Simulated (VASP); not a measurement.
Input of a VASP 6.6.1 run:

Contents of INCAR:

```
PREC = Accurate
ENCUT = 520
EDIFF = 1E-6
ISMEAR = 0
SIGMA = 0.15
LREAL = F
LASPH = T
NELM = 100
ALGO = Fast
ISIF = 2
LWAVE = F
LCHARG = T
LELF = T
LVHAR = T
NBANDS = 18
```

Contents of KPOINTS:

```
Automatic mesh
0
Gamma
  16 16 16
```

POSCAR

```
InPd
1.0
    3.4540214182      0.0000000000      0.0000000000
    0.0000000000      3.4540214182      0.0000000000
    0.0000000000      0.0000000000      2.9359182055
In Pd
1 1
Direct
    0.0000000000      0.0000000000      0.0000000000
    0.5000000000      0.5000000000      0.5000000000
```

Potentials or basis: VASP PAW LDA potentials, release 64 (In_d, Pd).

Command:

```sh
$ cat potpaw_LDA.64/In_d/POTCAR potpaw_LDA.64/Pd/POTCAR > POTCAR
$ mpirun -np 1 vasp_std > vasp.out
```

What does it give for the pressure?

-5.6 GPa.

Stress tensor (GPa, compression positive):
```
-8.23  0.00  0.00
 0.00 -8.23  0.00
 0.00  0.00 -0.49
```
